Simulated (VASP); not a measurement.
# ZrBrCl3 (R3m) in VASP: settings compared

ZrBrCl3 is run at these levels: PBE, PBEsol, r2SCAN; tasks: single point.

All numbers are computed with VASP 6.6.1; they aren't measurements. Logs are shortened: lines on timing, memory, paths and dates and some standing lists are left out, and cuts for length are marked.

### Step 1. The cell of the first run

The structure is trigonal, space group R3m (No. 160). Conventional cell: a = 11.148 Å, b = 11.148 Å, c = 7.224 Å, α = 90.00°, β = 90.00°, γ = 120.00°. Within 3.1 Å of Zr (site symmetry 3m) lie 3 Cl at 2.33 Å and 1 Br at 2.48 Å. Within 3.3 Å of Br (site symmetry 3m) lie 1 Zr at 2.48 Å. Cl (site symmetry m) has 1 Zr at 2.33 Å within 3.1 Å.

The cell was generated, and may not be a known phase.

### Step 2. Single point, PBE

Input file INCAR:

```
ALGO = Normal
EDIFF = 1E-7
ENCUT = 520
GGA = PE
ISIF = 2
ISMEAR = 0
LASPH = T
LCHARG = F
LREAL = F
LWAVE = F
NBANDS = 28
NELM = 60
PREC = Accurate
SIGMA = 0.1
```

Input file KPOINTS:

```
k-points
0
Gamma
  3 3 3
```

Input file POSCAR:

```
ZrBrCl3
1.0
    5.5737988000      3.2180342000      2.4079699000
   -5.5737988000      3.2180342000      2.4079699000
    0.0000000000     -6.4360685000      2.4079699000
Zr Br Cl
1 1 3
Direct
    0.7404640000      0.7404640000      0.7404640000
    0.3968780000      0.3968780000      0.3968780000
    0.0764230000      0.7355000000      0.7355000000
    0.7355000000      0.7355000000      0.0764230000
    0.7355000000      0.0764230000      0.7355000000
```

Potentials or basis: VASP PAW PBE potentials, release 64 (Zr_sv, Br, Cl).

The run is started by

```sh
cat potpaw_PBE.64/Zr_sv/POTCAR potpaw_PBE.64/Br/POTCAR potpaw_PBE.64/Cl/POTCAR > POTCAR
mpirun -np 1 vasp_std > vasp.out
```

OUTCAR:

```text
EDIFF = 1E-7
   ENCUT = 520
   GGA = PE
   ISIF = 2
   ISMEAR = 0
   LASPH = T
   LREAL = F
   NELM = 60
   PREC = Accurate

 ion  position               nearest neighbor table
   1  0.740  0.740  0.740-   3 2.33   5 2.33   4 2.33   2 2.48
   2  0.397  0.397  0.397-   1 2.48
   3  0.076  0.736  0.736-   1 2.33
   4  0.736  0.736  0.076-   1 2.33
   5  0.736  0.076  0.736-   1 2.33

  LATTYP: Found a trigonal (rhomboedric) cell.
 ALAT       =     6.8717753729
 COS(alpha) =    -0.3158144866

  Lattice vectors:

 A1 = (   5.5737988000,   3.2180342000,   2.4079699000)
 A2 = (  -5.5737988000,   3.2180342000,   2.4079699000)
 A3 = (   0.0000000000,  -6.4360685000,   2.4079699000)

Analysis of symmetry for initial positions (statically):
=====================================================================
 Subroutine PRICEL returns:
 Original cell was already a primitive cell.

 Routine SETGRP: Setting up the symmetry group for a
 trigonal (rhombohedral) supercell.

 Subroutine GETGRP returns: Found  6 space group operations
 (whereof  6 operations were pure point group operations)
 out of a pool of 12 trial point group operations.

The static configuration has the point symmetry C_3v.

Analysis of symmetry for dynamics (positions and initial velocities):
=====================================================================
 Subroutine PRICEL returns:
 Original cell was already a primitive cell.

 Routine SETGRP: Setting up the symmetry group for a
 trigonal (rhombohedral) supercell.

 Subroutine GETGRP returns: Found  6 space group operations
 (whereof  6 operations were pure point group operations)
 out of a pool of 12 trial point group operations.

The dynamic configuration has the point symmetry C_3v.

 Subroutine INISYM returns: Found  6 space group operations
 (whereof  6 operations are pure point group operations),
 and found     1 'primitive' translations

----------------------------------------------------------------------------------------

                                     Primitive cell

  volume of cell :     259.1458

  direct lattice vectors                    reciprocal lattice vectors
     5.573798800  3.218034200  2.407969900     0.089705427  0.051791452  0.138429195
    -5.573798800  3.218034200  2.407969900    -0.089705427  0.051791452  0.138429195
     0.000000000 -6.436068500  2.407969900     0.000000000 -0.103582905  0.138429193

  length of vectors
     6.871775332  6.871775332  6.871775373     0.172893205  0.172893205  0.172893203

  position of ions in fractional coordinates (direct lattice)
     0.740464000  0.740464000  0.740464000
     0.396878000  0.396878000  0.396878000
     0.076423000  0.735500000  0.735500000
     0.735500000  0.735500000  0.076423000
     0.735500000  0.076423000  0.735500000

  ion indices of the primitive-cell ions
   primitive index   ion index
                 1           1
                 2           2
                 3           3
                 4           4
                 5           5

----------------------------------------------------------------------------------------

 KPOINTS: k-points

Automatic generation of k-mesh.
 Grid dimensions read from file:
 generate k-points for:    3    3    3

 Generating k-lattice:

  Cartesian coordinates                     Fractional coordinates (reciprocal lattice)
     0.029901809  0.017263817  0.046143065     0.333333333  0.000000000 -0.000000000
    -0.029901809  0.017263817  0.046143065     0.000000000  0.333333333 -0.000000000
     0.000000000 -0.034527635  0.046143064     0.000000000  0.000000000  0.333333333

  Length of vectors
     0.057631068  0.057631068  0.057631068

  Shift w.r.t. Gamma in fractional coordinates (k-lattice)
     0.000000000  0.000000000  0.000000000

 Subroutine IBZKPT returns following result:
 ===========================================

 Found      6 irreducible k-points:

 Following reciprocal coordinates:
            Coordinates               Weight
  0.000000  0.000000  0.000000      1.000000
  0.333333  0.000000  0.000000      6.000000
  0.333333  0.333333  0.000000      6.000000
 -0.333333  0.333333  0.000000      6.000000
  0.333333  0.333333  0.333333      2.000000
 -0.333333  0.333333  0.333333      6.000000
   k-points           NKPTS =      6   k-points in BZ     NKDIM =      6   number of bands    NBANDS=     28
   number of dos      NEDOS =    301   number of ions     NIONS =      5
   total plane-waves  NPLWV = 157464
   dimension x,y,z NGX =    54 NGY =   54 NGZ =   54
   dimension x,y,z NGXF=   108 NGYF=  108 NGZF=  108
   ions per type =               1   1   3
   NGX,Y,Z   is equivalent  to a cutoff of  13.06, 13.06, 13.06 a.u.
   NGXF,Y,Z  is equivalent  to a cutoff of  26.13, 26.13, 26.13 a.u.
 SYSTEM =  unknown system
   PREC   = accura    normal or accurate (medium, high low for compatibility)
   ISTART =      0    job   : 0-new  1-cont  2-samecut
   ICHARG =      2    charge: 1-file 2-atom 10-const
   ISPIN  =      1    spin polarized calculation?
   LNONCOLLINEAR =      F non collinear calculations
   LSORBIT =      F    spin-orbit coupling
   LASPH  =      T    aspherical Exc in radial PAW
   ENCUT  =  520.0 eV  38.22 Ry    6.18 a.u.  12.78 12.78 12.78*2*pi/ulx,y,z
   NELM   =     60;   NELMIN=  2; NELMDL= -5     # of ELM steps
   EDIFF  = 0.1E-06   stopping-criterion for ELM
   LREAL  =      F    real-space projection
   EDIFFG = 0.1E-05   stopping-criterion for IOM
   NSW    =      0    number of steps for IOM
   IBRION =     -1    ionic relax: 0-MD 1-quasi-New 2-CG
   NFREE  =      0    steps in history (QN), initial steepest desc. (CG)
   ISIF   =      2    stress and relaxation
   ISYM   =      2    0-nonsym 1-usesym 2-fastsym
   POTIM  = 0.5000    time-step for ionic-motion
   TEBEG  =    0.0;   TEEND  =   0.0 temperature during run
   PSTRESS=    0.0 pullay stress
   NELECT =      40.0000    total number of electrons
   NUPDOWN=      -1.0000    fix difference up-down
   EMIN   =  10.00;   EMAX   =-10.00  energy-range for DOS
   EFERMI =   0.00;   METHOD = LEGACY
   ISMEAR =     0;   SIGMA  =   0.10  broadening in eV -4-tet -1-fermi 0-gaus
   EFERMI_NEDOS =   21; number of points for ismear=-14 and -15
   IALGO  =     38    algorithm
   IMIX   =      4    mixing-type and parameters
     AMIX     =   0.40;   BMIX     =  1.00
     AMIX_MAG =   1.60;   BMIX_MAG =  1.00
  volume/ion in A,a.u.               =      51.83       349.76
  Fermi-wavevector in a.u.,A,eV,Ry     =   0.878173  1.659506 10.492647  0.771188
  Thomas-Fermi vector in A             =   1.998223
   LORBIT       =      0    0 simple, 1 ext, 2 COOP (PROOUT), +10 PAW based schemes
   GGA     = PE    functional components
   LHFCALC =     F    Hartree Fock is set to
   AEXX    =    0.0000 exact exchange contribution
   IVDW    =     0    specifies the selected vdW correction
   LEPSILON=     F    determine dielectric tensor
   LRPA    =     F    only Hartree local field effects (RPA)
 non-spin polarized calculation
 Gauss-broadening in eV      SIGMA  =   0.10
  energy-cutoff  :      520.00
  volume of cell :      259.15
 maximum number of plane-waves:      6990
 NGX is ok and might be reduce to    54
   NGX = 25   NGY = 25   NGZ = 25

 number of electron      39.9999998 magnetization

 Free energy of the ion-electron system (eV)
  ---------------------------------------------------
  ext. energy  EPLUGINS =         0.00000000
  ---------------------------------------------------
  free energy    TOTEN  =       -24.02831967 eV

  energy without entropy =      -24.02831967  energy(sigma->0) =      -24.02831967

 E-fermi :  -2.9914     XC(G=0):  -5.7294

 val. band max:       -3.5214025158   @ k =  -0.3333   0.3333   0.3333
 cond. band min:       0.6785963998   @ k =  -0.3333   0.3333   0.3333
 fundamental gap:      4.1999989156
 Fermi energy:        -2.9913711424

 k-point     1 :       0.0000    0.0000    0.0000
  band No.  band energies     occupation
      1     -51.2199      2.00000
      2     -29.3269      2.00000
      3     -29.3269      2.00000
      4     -29.2872      2.00000
      5     -16.4684      2.00000
      6     -16.2335      2.00000
[... 20 lines left out ...]
     27       5.8468      0.00000
     28       5.8468      0.00000

 k-point     2 :       0.3333    0.0000    0.0000
  band No.  band energies     occupation
      1     -51.2199      2.00000
      2     -29.3270      2.00000
      3     -29.3269      2.00000
      4     -29.2873      2.00000
      5     -16.4486      2.00000
      6     -16.2439      2.00000
[... 20 lines left out ...]
     27       4.8517      0.00000
     28       5.2930      0.00000

 k-point     3 :       0.3333    0.3333    0.0000
  band No.  band energies     occupation
      1     -51.2199      2.00000
      2     -29.3270      2.00000
      3     -29.3269      2.00000
      4     -29.2873      2.00000
      5     -16.4324      2.00000
      6     -16.2499      2.00000
[... 20 lines left out ...]
     27       4.4247      0.00000
     28       4.5726      0.00000

 k-point     4 :      -0.3333    0.3333    0.0000
  band No.  band energies     occupation
      1     -51.2199      2.00000
      2     -29.3270      2.00000
      3     -29.3269      2.00000
      4     -29.2872      2.00000
      5     -16.4378      2.00000
      6     -16.2488      2.00000
[... 20 lines left out ...]
     27       4.9832      0.00000
     28       5.3657      0.00000

 k-point     5 :       0.3333    0.3333    0.3333
  band No.  band energies     occupation
      1     -51.2199      2.00000
      2     -29.3270      2.00000
      3     -29.3270      2.00000
      4     -29.2872      2.00000
      5     -16.4204      2.00000
      6     -16.2499      2.00000
[... 20 lines left out ...]
     27       4.6121      0.00000
     28       4.6121      0.00000

 k-point     6 :      -0.3333    0.3333    0.3333
  band No.  band energies     occupation
      1     -51.2199      2.00000
      2     -29.3270      2.00000
      3     -29.3270      2.00000
      4     -29.2873      2.00000
      5     -16.4188      2.00000
      6     -16.2495      2.00000
[... 20 lines left out ...]
     27       5.2561      0.00000
     28       5.3524      0.00000

------------------------ aborting loop because EDIFF is reached ----------------------------------------

  FORCE on cell =-STRESS in cart. coord.  units (eV):
  Direction    XX          YY          ZZ          XY          YZ          ZX
  --------------------------------------------------------------------------------------
  -------------------------------------------------------------------------------------
  Total       -0.0592616     -0.0592616     -0.0475137      0.0000000      0.0000000      0.0000000
  in kB       -0.3663867     -0.3663867     -0.2937549      0.0000000      0.0000000      0.0000000
  external PRESSURE =      -0.3421761 kB  Pullay stress =       0.0000000 kB

 VOLUME and BASIS-vectors are now :
 -----------------------------------------------------------------------------
  energy-cutoff  :      520.00
  volume of cell :      259.15
      direct lattice vectors                 reciprocal lattice vectors
     5.573798800  3.218034200  2.407969900     0.089705427  0.051791452  0.138429195
    -5.573798800  3.218034200  2.407969900    -0.089705427  0.051791452  0.138429195
     0.000000000 -6.436068500  2.407969900     0.000000000 -0.103582905  0.138429193

 POSITION                                       TOTAL-FORCE (eV/Angst)
 -----------------------------------------------------------------------------------
      0.00000     -0.00000      5.34905         0.000000     -0.000000      0.015401
      0.00000     -0.00000      2.86701         0.000000      0.000000     -0.003873
     -3.67356     -2.12093      3.72615        -0.009456     -0.005459     -0.003843
      0.00000      4.24186      3.72615         0.000000      0.010918     -0.003843
      3.67356     -2.12093      3.72615         0.009456     -0.005459     -0.003843
 -----------------------------------------------------------------------------------
    total drift:                               -0.000000     -0.000000     -0.000179

  FREE ENERGIE OF THE ION-ELECTRON SYSTEM (eV)
  ---------------------------------------------------
  free  energy   TOTEN  =       -24.0283196674 eV

  energy  without entropy=      -24.0283196674  energy(sigma->0) =      -24.02831967
```

It took 40 s on 1 thread of Intel Xeon 6975P-C (Granite Rapids), shared host; peak memory 0.41 GiB.

What came out:

```
Free energy            : -24.0283 eV
Pressure               : 0.0 GPa
Largest force          : 0.015 eV/Å
Band gap on the k mesh : 4.20 eV
```

Forces on the atoms (eV/Å):
```
Zr   0.000  0.000  0.015
Br   0.000  0.000 -0.004
Cl  -0.009 -0.005 -0.004
Cl   0.000  0.011 -0.004
Cl   0.009 -0.005 -0.004
```

### Step 3. Single point, PBE

Input file INCAR:

```
PREC = Accurate
ENCUT = 520
EDIFF = 1E-7
ISMEAR = 0
SIGMA = 0.02
LREAL = F
LASPH = T
NELM = 80
ALGO = Normal
ISIF = 2
LWAVE = F
LCHARG = T
GGA = PE
LELF = T
LVHAR = T
NBANDS = 28
```

Input file KPOINTS:

```
Automatic mesh
0
Gamma
  6 6 6
```

Changes to POSCAR since step 2:

```diff
@@ -2,5 +2,5 @@
 1.0
-    5.5737988000      3.2180342000      2.4079699000
-   -5.5737988000      3.2180342000      2.4079699000
-    0.0000000000     -6.4360685000      2.4079699000
+    5.5737987963      3.2180342188      2.4079699223
+   -5.5737987963      3.2180342188      2.4079699223
+    0.0000000000     -6.4360684876      2.4079698555
 Zr Br Cl
```

Potentials or basis: VASP PAW PBE potentials, release 64 (Zr_sv, Br, Cl).

The run is started by

```sh
cat potpaw_PBE.64/Zr_sv/POTCAR potpaw_PBE.64/Br/POTCAR potpaw_PBE.64/Cl/POTCAR > POTCAR
mpirun -np 1 vasp_std > vasp.out
```

OUTCAR:

```text
PREC = Accurate
   ENCUT = 520
   EDIFF = 1E-7
   ISMEAR = 0
   LREAL = F
   LASPH = T
   NELM = 80
   ISIF = 2
   GGA = PE

 ion  position               nearest neighbor table
   1  0.740  0.740  0.740-   3 2.33   5 2.33   4 2.33   2 2.48
   2  0.397  0.397  0.397-   1 2.48
   3  0.076  0.736  0.736-   1 2.33
   4  0.736  0.736  0.076-   1 2.33
   5  0.736  0.076  0.736-   1 2.33

[... 947 lines left out ...]
  Direction    XX          YY          ZZ          XY          YZ          ZX
  --------------------------------------------------------------------------------------
  -------------------------------------------------------------------------------------
  Total       -0.0592402     -0.0592402     -0.0472576      0.0000000     -0.0000000     -0.0000000
  in kB       -0.3662544     -0.3662544     -0.2921715      0.0000000     -0.0000000     -0.0000000
  external PRESSURE =      -0.3415601 kB  Pullay stress =       0.0000000 kB

 VOLUME and BASIS-vectors are now :
 -----------------------------------------------------------------------------
  energy-cutoff  :      520.00
  volume of cell :      259.15
      direct lattice vectors                 reciprocal lattice vectors
     5.573798796  3.218034219  2.407969922     0.089705427  0.051791451  0.138429195
    -5.573798796  3.218034219  2.407969922    -0.089705427  0.051791451  0.138429195
     0.000000000 -6.436068488  2.407969856     0.000000000 -0.103582906  0.138429194

 POSITION                                       TOTAL-FORCE (eV/Angst)
 -----------------------------------------------------------------------------------
      0.00000     -0.00000      5.34905         0.000000     -0.000000      0.015402
      0.00000     -0.00000      2.86701         0.000000      0.000000     -0.003883
     -3.67356     -2.12093      3.72615        -0.009442     -0.005451     -0.003840
      0.00000      4.24186      3.72615         0.000000      0.010903     -0.003840
      3.67356     -2.12093      3.72615         0.009442     -0.005451     -0.003840
 -----------------------------------------------------------------------------------
    total drift:                               -0.000000     -0.000000     -0.000173

  FREE ENERGIE OF THE ION-ELECTRON SYSTEM (eV)
  ---------------------------------------------------
  free  energy   TOTEN  =       -24.0283048763 eV

  energy  without entropy=      -24.0283048763  energy(sigma->0) =      -24.02830488
```

Run time: 3.1 min. Hardware: 1 thread of Intel Xeon 6975P-C (Granite Rapids), shared host; peak memory 0.53 GiB.

What came out:

```yaml
Free_energy: -24.0283 eV
Pressure: 0.0 GPa
Largest_force: 0.015 eV/Å
Band_gap_on_the_k_mesh: 4.10 eV
```

Forces on the atoms (eV/Å):
```
Zr   0.000  0.000  0.015
Br   0.000  0.000 -0.004
Cl  -0.009 -0.005 -0.004
Cl   0.000  0.011 -0.004
Cl   0.009 -0.005 -0.004
```

(Continued in part 2 of 2.)
